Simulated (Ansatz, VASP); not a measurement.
**AlN in VASP and in Ansatz**

Contents of INCAR:

```
SYSTEM = AlN
ALGO = Normal
EDIFF = 1E-6
ENCUT = 520
GGA = PE
ISIF = 2
ISMEAR = 0
LASPH = .TRUE.
LCHARG = .FALSE.
LREAL = Auto
LWAVE = .FALSE.
NBANDS = 46
NELM = 60
PREC = Accurate
SIGMA = 0.01
```

The input KPOINTS:

```
k-points
0
G
  4 4 4
  0 0 0
```

File POSCAR:

```
AlN
1.0
    0.0000000000      4.4031742015     -4.4031742015
    4.4031742015      4.4031742015      0.0000000000
    4.4031742015      0.0000000000     -4.4031742015
Al N
8 8
Direct
    0.0000000000      0.0000000000      0.5000000000
    0.0000000000      0.5000000000      0.5000000000
    0.5000000000      0.0000000000      0.5000000000
    0.5000000000      0.5000000000      0.5000000000
    0.0000000000      0.0000000000      1.0000000000
    0.0000000000      0.5000000000      1.0000000000
    0.5000000000      0.0000000000      1.0000000000
    0.5000000000      0.5000000000      1.0000000000
    0.1250000000      0.1250000000      0.1250000000
    0.1250000000      0.6250000000      0.1250000000
    0.6250000000      0.1250000000      0.1250000000
    0.6250000000      0.6250000000      0.1250000000
    0.1250000000      0.1250000000      0.6250000000
    0.1250000000      0.6250000000      0.6250000000
    0.6250000000      0.1250000000      0.6250000000
    0.6250000000      0.6250000000      0.6250000000
```

Input for Ansatz:

```yaml
crystal:
  lattice:
    - [0.0, 4.4031742015, -4.4031742015]
    - [4.4031742015, 4.4031742015, 0.0]
    - [4.4031742015, 0.0, -4.4031742015]
  atoms:
    - { symbol: Al, position: [0.0, 0.0, 0.5] }
    - { symbol: Al, position: [0.0, 0.5, 0.5] }
    - { symbol: Al, position: [0.5, 0.0, 0.5] }
    - { symbol: Al, position: [0.5, 0.5, 0.5] }
    - { symbol: Al, position: [0.0, 0.0, 1.0] }
    - { symbol: Al, position: [0.0, 0.5, 1.0] }
    - { symbol: Al, position: [0.5, 0.0, 1.0] }
    - { symbol: Al, position: [0.5, 0.5, 1.0] }
    - { symbol: "N", position: [0.125, 0.125, 0.125] }
    - { symbol: "N", position: [0.125, 0.625, 0.125] }
    - { symbol: "N", position: [0.625, 0.125, 0.125] }
    - { symbol: "N", position: [0.625, 0.625, 0.125] }
    - { symbol: "N", position: [0.125, 0.125, 0.625] }
    - { symbol: "N", position: [0.125, 0.625, 0.625] }
    - { symbol: "N", position: [0.625, 0.125, 0.625] }
    - { symbol: "N", position: [0.625, 0.625, 0.625] }
basis:
  ecutwfc: 420
  xc_grid: 2
kpoints:
  mp_grid: { grid: [4, 4, 4], shift: [0.0, 0.0, 0.0] }
hamiltonian:
  xc: pbe
scf:
  occupations: { method: gaussian, width: 0.01 }
output:
  forces: true
  stress: true
  eigenvalues: true
  write_density: true
  write_potential: true
  elf: true
  volumetric_format: npy
```

Alike in both runs: task single point; functional PBE; k mesh 4 × 4 × 4; occupations gaussian, width 0.01 eV; no spin polarisation.

```csv
,VASP,Ansatz
version,VASP 6.6.1,Ansatz 0.2.0
potentials or method,"VASP PAW PBE potentials, release 64 (Al, N), cutoff 520 eV","scalar-relativistic, plane waves, PAW"
valence electrons in the cell,64,64
```

|  | VASP | Ansatz | Ansatz less VASP |
| --- | --- | --- | --- |
| gap on the k mesh at the Fermi level (eV) | 3.31 | 3.31 | +0.007 |
| least direct gap on the mesh (eV) | 3.31 | 3.31 | +0.007 |
| pressure (GPa) | -0.2 | 0.0 | +0.22 |

With one functional, cell and mesh, what is left measures potentials, basis and numerics.
